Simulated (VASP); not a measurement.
Wanted: the native input for a VASP 6.6.1 run.

| Quantity | Value |
| --- | --- |
| Task | single point |
| Functional | PBEsol |
| Potentials or basis | VASP PAW PBE potentials, release 64 (Mn_pv, S) |
| Cutoff | 520 eV |
| k mesh | 14 × 14 × 14 |
| Occupations | gaussian, width 0.1 eV |
| Spin | collinear spin, ferromagnetic start |
| Starting moments | [4.29, 0.0] μB |
| Dipole correction | no |
| Further INCAR settings | ALGO = Normal; EDIFF = 1e-06; NBANDS = 20 |

The structure of MnS lies in POSCAR:

```
MnS
1.0
    0.0000000000      2.7319313084      2.7319313084
    2.7319313084      0.0000000000      2.7319313084
    2.7319313084      2.7319313084      0.0000000000
Mn S
1 1
Direct
    0.0000000000      0.0000000000      0.0000000000
    0.2500000000      0.2500000000      0.2500000000
```

The input as run:

INCAR

```
ALGO = Normal
EDIFF = 1E-6
ENCUT = 520
GGA = PS
ISIF = 2
ISMEAR = 0
ISPIN = 2
LASPH = True
LCHARG = True
LELF = True
LMAXMIX = 4
LORBIT = 11
LREAL = False
LVHAR = True
LWAVE = False
MAGMOM = 4.29 0
NBANDS = 20
NELM = 150
PREC = Accurate
SIGMA = 0.1
```

KPOINTS

```
k-points
0
Gamma
  14 14 14
```

Potentials or basis: VASP PAW PBE potentials, release 64 (Mn_pv, S).

The run is started by

```console
$ cat potpaw_PBE.64/Mn_pv/POTCAR potpaw_PBE.64/S/POTCAR > POTCAR
$ mpirun -np 1 vasp_std > vasp.out
```

Results of the run:

- Pressure: 0.1 GPa
- Net moment: 4.61 μB per cell
- Site moments: Mn +4.10; S +0.05 μB
- Valence electrons inside the program's atomic spheres: Mn 11.46; S 3.74

Caveat: the PAW data sets were made with another functional, which shifts forces and pressure a little; a cell with one magnetic atom can't hold antiferromagnetic order, which such compounds often take.

Run time: 81 s on 1 thread of AMD EPYC 9R45 96-Core Processor (Zen 5), on a shared host, peak memory 0.25 GiB.
